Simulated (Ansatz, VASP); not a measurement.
# One calculation of NaF, two programs

POSCAR

```
NaF
1.0
    0.0000000000      2.2512247225      2.3152038601
    2.2512247225      0.0000000000      2.3152038601
    2.2512247225      2.2512247225      0.0000000000
Na F
1 1
Direct
    0.0000000000      0.0000000000      0.0000000000
    0.5000000000      0.5000000000      0.5000000000
```

INCAR.step1

```
PREC = Accurate
ENCUT = 520
EDIFF = 1E-5
ISMEAR = 0
SIGMA = 0.01
LREAL = False
LASPH = True
NELM = 60
ALGO = Normal
ISIF = 2
LWAVE = True
GGA = PE
NBANDS = 14
```

Contents of INCAR.step2:

```
PREC = Accurate
ENCUT = 520
EDIFF = 1E-6
ISMEAR = 0
SIGMA = 0.01
LREAL = False
LASPH = True
NELM = 60
ALGO = Normal
ISIF = 2
LWAVE = False
LCHARG = True
GGA = PE
LHFCALC = True
HFSCREEN = 0.2079
PRECFOCK = Normal
LELF = True
LVHAR = True
ISTART = 1
NBANDS = 14
```

File KPOINTS:

```
Automatic mesh
0
Gamma
  6 6 6
```

Input for Ansatz:

```yaml
crystal:
  lattice:
    - [0.0, 2.2512247225, 2.3152038601]
    - [2.2512247225, 0.0, 2.3152038601]
    - [2.2512247225, 2.2512247225, 0.0]
  atoms:
    - { symbol: Na, position: [0.0, 0.0, 0.0] }
    - { symbol: F, position: [0.5, 0.5, 0.5] }
kpoints:
  mp_grid: { grid: [6, 6, 6] }
  band_path:
    path:
      - [0.0, 0.0, 0.0]
      - [0.5, 0.0, 0.5]
      - [0.625, 0.25, 0.625]
      - [0.375, 0.375, 0.75]
      - [0.5, 0.5, 0.5]
      - [0.5, 0.25, 0.75]
    npoints: 1
hamiltonian:
  xc: hse06
scf:
  occupations: { method: fixed }
  n_extra_bands: 4
output:
  forces: true
  stress: true
  eigenvalues: true
```

Change from the starting cell: epitaxial_xy strain -2.0%.

Alike in both runs: task single point; functional HSE06; k mesh 6 × 6 × 6; no spin polarisation.

|  | VASP | Ansatz |
| --- | --- | --- |
| version | VASP 6.6.1 | Ansatz 0.2.0 |
| potentials or method | VASP PAW PBE potentials, release 64 (Na_pv, F) | plane waves, PAW |
| plane-wave cutoff (eV) | 520 | 420 |
| occupations | gaussian, width 0.01 eV | fixed |
| valence electrons in the cell | 14 | 16 |

```csv
,VASP,Ansatz,Ansatz less VASP
gap on the k mesh at the Fermi level (eV),8.80,8.84,+0.033
pressure (GPa),3.8,3.6,-0.20
"traceless stress, the component that is largest in VASP (GPa)",-2.02,-1.93,+0.087
```

VASP's potentials hold 14 valence electrons a cell and Ansatz's 16, so a difference there can come from the potentials and not from the codes. Ansatz's warnings: stress exchange threshold loose, stress scf threshold loose.
